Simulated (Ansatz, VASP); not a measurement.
# HPt4: VASP beside Ansatz

Contents of INCAR:

```
SYSTEM = HPt4
ALGO = Normal
DIPOL = 0.5 0.5 0.326
EDIFF = 1E-6
ENCUT = 520
GGA = PE
IDIPOL = 3
ISIF = 2
ISMEAR = 0
ISPIN = 2
LASPH = .True.
LCHARG = .True.
LDIPOL = .True.
LELF = .True.
LMAXMIX = 4
LORBIT = 11
LREAL = .False.
LVACPOTAV = .True.
LVHAR = .True.
LWAVE = .False.
MAGMOM = 0 0 0 0 1
NBANDS = 32
NELM = 150
PREC = Accurate
SIGMA = 0.1
```

File KPOINTS:

```
k-points
0
Gamma
  9 7 1
  0 0 0
```

POSCAR

```
HPt4
1.0
    2.8071640675      0.0000000000      0.0000000000
    0.0000000000      3.9699294961      0.0000000000
    0.0000000000      0.0000000000     21.1553936849
Pt H
4 1
Direct
    0.5000000000      0.5000000000      0.1890770770
    0.0000000000      0.0000000000      0.2554233740
    0.5000000000      0.5000000000      0.3268881911
    0.0000000000      0.0000000000      0.3854994999
    0.1250000000      0.1250000000      0.4720022626
```

Input for Ansatz:

```yaml
crystal:
  lattice:
    - [2.8071640675, 0.0, 0.0]
    - [0.0, 3.9699294961, 0.0]
    - [0.0, 0.0, 21.1553936849]
  atoms:
    - { symbol: Pt, position: [0.5, 0.5, 0.189077077] }
    - { symbol: Pt, position: [0.0, 0.0, 0.255423374] }
    - { symbol: Pt, position: [0.5, 0.5, 0.3268881911] }
    - { symbol: Pt, position: [0.0, 0.0, 0.3854994999] }
    - { symbol: H, position: [0.125, 0.125, 0.4720022626], spin: 1.0 }
basis:
  ecutwfc: 420
kpoints:
  mp_grid: { grid: [9, 7, 1] }
hamiltonian:
  xc: pbe
  pseudopotentials: { kind: paw, azcp: { folder: soft_1 } }
scf:
  occupations: { method: gaussian, width: 0.1 }
output:
  forces: true
  eigenvalues: true
  populations: true
magnetization:
  spin_polarized: true
efield:
  axis: 3
  dipole_correction: true
  ramp_width: 0.04
```

Alike in both runs: task single point; functional PBE; k mesh 9 × 7 × 1; occupations gaussian, width 0.1 eV; collinear spin.

|  | VASP | Ansatz |
| --- | --- | --- |
| version | VASP 6.6.1 | Ansatz 0.2.0 |
| potentials or method | VASP PAW PBE potentials, release 64 (Pt, H), cutoff 520 eV | scalar-relativistic, plane waves, PAW |
| valence electrons in the cell | 41 | 73 |

|  | VASP | Ansatz | Ansatz less VASP |
| --- | --- | --- | --- |
| gap on the k mesh at the Fermi level (eV) | none | none | - |
| rms of the force components (eV/Å) | 1.061 | 1.065 | +0.0041 |
| net moment per atom (μB) | 0.00 | 0.00 | 0.000 |
| work function, face that differs most (eV) | 5.53 | 5.54 | +0.006 |

Atom by atom the forces differ by 0.009 eV/Å (rms over components). A gap of «none» marks a metal or a gap that the smearing closes. The functional is the same, so the differences come from potentials, cutoffs and numerics. VASP's potentials hold 41 valence electrons a cell and Ansatz's 73, so a difference there can come from the potentials and not from the codes. Ansatz's warnings: seeded moment not kept.

Neither program's run includes spin-orbit coupling.
